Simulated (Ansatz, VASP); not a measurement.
# Y: VASP beside Ansatz

INCAR

```
SYSTEM = Y
ALGO = Normal
EDIFF = 1E-7
ENCUT = 520
GGA = PE
ISIF = 2
ISMEAR = -1
LASPH = .TRUE.
LCHARG = .FALSE.
LREAL = .FALSE.
LWAVE = .FALSE.
NBANDS = 12
NELM = 100
PREC = Accurate
SIGMA = 0.05
```

KPOINTS

```
k-points
0
G
  13 13 13
  0 0 0
```

POSCAR

```
Y
1.0
    0.0000000000      2.5337378637      2.5337378637
    2.5337378637      0.0000000000      2.5337378637
    2.5337378637      2.5337378637      0.0000000000
Y
1
Direct
    0.0000000000      0.0000000000      0.0000000000
```

Input for Ansatz:

```yaml
crystal:
  lattice:
    - [0.0, 2.5337378637, 2.5337378637]
    - [2.5337378637, 0.0, 2.5337378637]
    - [2.5337378637, 2.5337378637, 0.0]
  atoms:
    - { symbol: "Y", position: [0.0, 0.0, 0.0] }
kpoints:
  mp_grid: { grid: [13, 13, 13] }
scf:
  occupations: { method: fermi_dirac, width: 0.05 }
hamiltonian:
  xc: pbe
  pseudopotentials: { kind: all_electron, lapw: { basis_error: 0.001 } }
output:
  forces: true
  stress: true
  eigenvalues: true
```

Change from the starting cell: volume scaled by 1.06.

Alike in both runs: task single point; functional PBE; k mesh 13 × 13 × 13; occupations fermi-dirac, width 0.05 eV; no spin polarisation.

|  | VASP | Ansatz |
| --- | --- | --- |
| version | VASP 6.6.1 | Ansatz 0.2.0 |
| potentials or method | VASP PAW PBE potentials, release 64 (Y_sv), cutoff 520 eV | all-electron LAPW, scalar-relativistic |

```csv
,VASP,Ansatz,Ansatz less VASP
pressure (GPa),-0.2,-0.1,+0.11
```

Ansatz ran all-electron here, and VASP with PAW potentials.
